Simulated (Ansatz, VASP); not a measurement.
## Si2BiTe5 in VASP and in Ansatz

```
CELL_PARAMETERS angstrom
3.99806 0.00000 0.00000
-1.99903 3.46243 0.00000
0.00000 0.00000 17.19952
ATOMIC_POSITIONS crystal
Si 0.00000 0.00000 0.71544
Si 0.33333 0.66667 0.09646
Bi 0.00000 0.00000 0.33627
Te 0.66667 0.33333 0.62374
Te 0.33333 0.66667 0.80534
Te 0.00000 0.00000 0.01028
Te 0.66667 0.33333 0.19587
Te 0.33333 0.66667 0.44961
```

Alike in both runs: task single point; functional PBE; k mesh 6 × 6 × 2; occupations gaussian, width 0.2 eV; no spin polarisation.

|  | VASP | Ansatz |
| --- | --- | --- |
| version | VASP 6.6.1 | Ansatz 0.2.0 |
| potentials or method | VASP PAW PBE potentials, release 64 (Si, Bi_d, Te), cutoff 520 eV | scalar-relativistic, plane waves, PAW |
| valence electrons in the cell | 53 | 103 |

Ansatz gave:

* gap on the k mesh at the Fermi level (eV): none
* pressure (GPa): 0.0
* traceless stress, the component that is largest in VASP (GPa): -0.19
* rms of the force components (eV/Å): 0.017

Estimate VASP's values.

gap on the k mesh at the Fermi level (eV): none; pressure (GPa): 0.0; traceless stress, the component that is largest in VASP (GPa): -0.18; rms of the force components (eV/Å): 0.018.

Atom by atom the forces differ by 0.006 eV/Å (rms over components). A gap of «none» marks a metal or a gap that the smearing closes. The functional is the same, so the differences come from potentials, cutoffs and numerics. VASP's potentials hold 53 valence electrons a cell and Ansatz's 103, so a difference there can come from the potentials and not from the codes.

Spin-orbit coupling is off throughout.
